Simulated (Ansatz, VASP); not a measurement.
# One calculation of TaN, two programs

```
Ta N
1.0
     3.14514    0.00000    0.00000
    -1.57257    2.72377    0.00000
     0.00000    0.00000    4.82877
Ta N
1 1
Direct
  0.33333 0.66667 0.81091
  0.66667 0.33333 0.64689
```

Alike in both runs: task relaxation of cell and atoms; functional PBE; k mesh 12 × 12 × 8; occupations gaussian, width 0.02 eV; no spin polarisation.

|  | VASP | Ansatz |
| --- | --- | --- |
| version | VASP 6.6.1 | Ansatz 0.2.0 |
| potentials or method | VASP PAW PBE potentials, release 64 (Ta_sv_GW, N), cutoff 700 eV | scalar-relativistic, plane waves, PAW |
| valence electrons in the cell | 18 | 18 |

|  | VASP | Ansatz | Ansatz less VASP |
| --- | --- | --- | --- |
| gap on the k mesh at the Fermi level, each at its own relaxed structure (eV) | 0.46 | 0.52 | +0.066 |
| relaxed volume (Å³/atom) | 20.68 | 21.53 | +0.854 |
| relaxed length of the cell vector where the two differ most in proportion (Å) | 4.830 | 5.032 | +0.2027 |

Neither program's run includes spin-orbit coupling.
